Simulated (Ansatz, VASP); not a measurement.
**AlGa3N4: VASP beside Ansatz**

Contents of INCAR:

```
SYSTEM = AlGa3N4
  PREC = Accurate
  ENCUT = 520
  EDIFF = 1E-6
  ISMEAR = 0
  SIGMA = 0.05
  LREAL = .FALSE.
  LASPH = .TRUE.
  NELM = 60
  ALGO = Normal
  ISIF = 2
  LWAVE = .FALSE.
  LCHARG = .FALSE.
  GGA = PS
  NBANDS = 41
```

Contents of KPOINTS:

```
regular mesh
0
G
  6 6 6
  0 0 0
```

POSCAR

```
AlGa3N4
1.0
    4.5793186394      0.0000000000      0.0000000000
    0.0000000000      4.5793186394      0.0000000000
    0.0000000000      0.0000000000      4.2442465439
Al Ga N
1 3 4
Direct
    0.0000000000      0.0000000000      0.0000000000
    0.5000000000      0.5000000000      0.0000000000
    0.5000000000      0.0000000000      0.5000000000
    0.0000000000      0.5000000000      0.5000000000
    0.7550309200      0.7550309200      0.2449690800
    0.7550309200      0.2449690800      0.7550309200
    0.2449690800      0.7550309200      0.7550309200
    0.2449690800      0.2449690800      0.2449690800
```

Input for Ansatz:

```yaml
crystal:
  lattice:
    - [4.5793186394, 0.0, 0.0]
    - [0.0, 4.5793186394, 0.0]
    - [0.0, 0.0, 4.2442465439]
  atoms:
    - { symbol: Al, position: [0.0, 0.0, 0.0] }
    - { symbol: Ga, position: [0.5, 0.5, 0.0] }
    - { symbol: Ga, position: [0.5, 0.0, 0.5] }
    - { symbol: Ga, position: [0.0, 0.5, 0.5] }
    - { symbol: "N", position: [0.75503092, 0.75503092, 0.24496908] }
    - { symbol: "N", position: [0.75503092, 0.24496908, 0.75503092] }
    - { symbol: "N", position: [0.24496908, 0.75503092, 0.75503092] }
    - { symbol: "N", position: [0.24496908, 0.24496908, 0.24496908] }
basis:
  ecutwfc: 420
kpoints:
  mp_grid: { grid: [6, 6, 6] }
hamiltonian:
  xc: pbesol
scf:
  occupations: { method: gaussian, width: 0.05 }
output:
  forces: true
  stress: true
  eigenvalues: true
```

Change from the starting cell: strain +0.025 along x and y, -0.050 along z, atoms carried along.

Alike in both runs: task single point; functional PBEsol; k mesh 6 × 6 × 6; occupations gaussian, width 0.05 eV; no spin polarisation.

|  | VASP | Ansatz |
| --- | --- | --- |
| version | VASP 6.6.1 | Ansatz 0.2.0 |
| potentials or method | VASP PAW PBE potentials, release 64 (Al, Ga_d, N), cutoff 520 eV | scalar-relativistic, plane waves, PAW |
| valence electrons in the cell | 62 | 62 |

```csv
,VASP,Ansatz,Ansatz less VASP
gap on the k mesh at the Fermi level (eV),2.11,2.09,-0.019
least direct gap on the mesh (eV),2.11,2.09,-0.019
pressure (GPa),-0.3,-0.1,+0.17
"traceless stress, the component that is largest in VASP (GPa)",5.25,5.22,-0.036
rms of the force components (eV/Å),0.033,0.033,-0.0002
```

VASP's potentials were made for PBE, not for PBEsol. Atom by atom the forces differ by 0.003 eV/Å (rms over components). The functional is the same, so the differences come from potentials, cutoffs and numerics.
